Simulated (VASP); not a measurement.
Runs of VASP 6.6.1 on MoSe. The structure is that of space group Fm-3m (No. 225), or close to it. The cells are those of the table. 

| level | cell | share of exact exchange | screening parameter | gap on the mesh (eV) | pressure (GPa) |
| --- | --- | --- | --- | --- | --- |
| HSE06 | a = 3.640 Å, angles 60.0°, 2 atoms | 0.25 | 0.2079 1/Å | none | 0.0 |
| PBE-based screened hybrid with 25 % exact exchange | a = 3.646 Å, angles 60.0°, 2 atoms | 0.25 | 0.3 1/Å | none | 0.1 |
| PBE0 | a = 3.639 Å, angles 60.0°, 2 atoms | 0.25 | - | none | -0.1 |
| PBE-based screened hybrid with 40 % exact exchange | a = 4.091 Å, angles 60.0°, 2 atoms | 0.4 | 0.2 1/Å | none | -18.7 |
| PBEsol-based global hybrid with 25 % exact exchange | a = 3.608 Å, angles 60.0°, 2 atoms | 0.25 | - | none | 0.0 |
| PBE-based screened hybrid with 5 % exact exchange | a = 4.091 Å, angles 60.0°, 2 atoms | 0.05 | 0.2 1/Å | none | (b) |
| B3LYP | a = 3.715 Å, angles 60.0°, 2 atoms | 0.2 | - | none | (a) |

Alike in all rows: task single point; potentials or basis VASP PAW PBE potentials, release 64 (Mo_sv, Se); no spin polarisation; k mesh 4 × 4 × 4; cutoff (eV) 520; smearing fermi-dirac 0.05 eV.

Q: Estimate the missing entries.

A: (a) 0.2; (b) -21.4.

Caveats: all runs use coarse meshes; the PAW data sets were made with another functional, which shifts forces and pressure a little.

A k mesh can miss the band edges, and the runs leave out spin-orbit coupling on Mo, Se.

A gap of «none» marks levels without a gap at the run's occupations.
